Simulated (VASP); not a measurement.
Wanted: the native input for a VASP 6.6.1 run.

```
Task                   : single point
Functional             : PBE
Potentials or basis    : VASP PAW PBE potentials, release 64 (Bi_d, Ni, I)
Cutoff                 : 600 eV
k mesh                 : 5 × 5 × 5
Occupations            : methfessel-paxton, width 0.2585 eV
Spin                   : no spin polarisation
Dipole correction      : no
Further INCAR settings : ALGO = Normal; EDIFF = 1e-06; NBANDS = 57
```

The structure of NiBiI3 lies in POSCAR:

```
NiBiI3
1.0
    7.6964620000      0.0000000000      0.0000000000
   -3.8482310000      6.6653330000      0.0000000000
    0.0000000000      0.0000000000      6.4236950000
Bi Ni I
2 2 6
Direct
    0.3333000000      0.6667000000      0.7500000000
    0.6666000000      0.3333000000      0.2500000000
    0.0000000000      0.0000000000      0.0000000000
    0.0000000000      0.0000000000      0.5000000000
    0.1575200000      0.3150400000      0.2500000000
    0.8424800000      0.1575200000      0.7500000000
    0.6849600000      0.8424800000      0.2500000000
    0.8424800000      0.6849600000      0.7500000000
    0.1575200000      0.8424800000      0.2500000000
    0.3150400000      0.1575200000      0.7500000000
```

One way to write it, as run:

INCAR

```
  PREC = Accurate
  ENCUT = 600
  EDIFF = 1E-6
  ISMEAR = 1
  SIGMA = 0.2585
  LREAL = False
  LASPH = True
  NELM = 120
  ALGO = Normal
  ISIF = 2
  LWAVE = False
  LCHARG = False
  GGA = PE
  NBANDS = 57
  GGA_COMPAT = False
```

KPOINTS

```
Automatic mesh
0
Gamma
  5 5 5
```

Potentials or basis: VASP PAW PBE potentials, release 64 (Bi_d, Ni, I).

Command:

```console
$ cat potpaw_PBE.64/Bi_d/POTCAR potpaw_PBE.64/Ni/POTCAR potpaw_PBE.64/I/POTCAR > POTCAR
$ mpirun -np 1 vasp_std > vasp.out
```

It gave:

- Pressure: -1.1 GPa
- Largest force: 0.585 eV/Å
- Band gap on the k mesh: zero (bands 46 and 47 overlap by 0.53 eV)

Caveat: spin-orbit coupling is left out, which moves the levels of the heavy elements; the run has no spin polarisation, though such a crystal can be magnetic; semilocal functionals often make such compounds metallic where correlation or magnetic order opens a gap, which also shifts bond lengths.

It took 18 min on 1 thread of Intel Xeon 8259CL, on a shared host, peak memory 0.83 GiB.
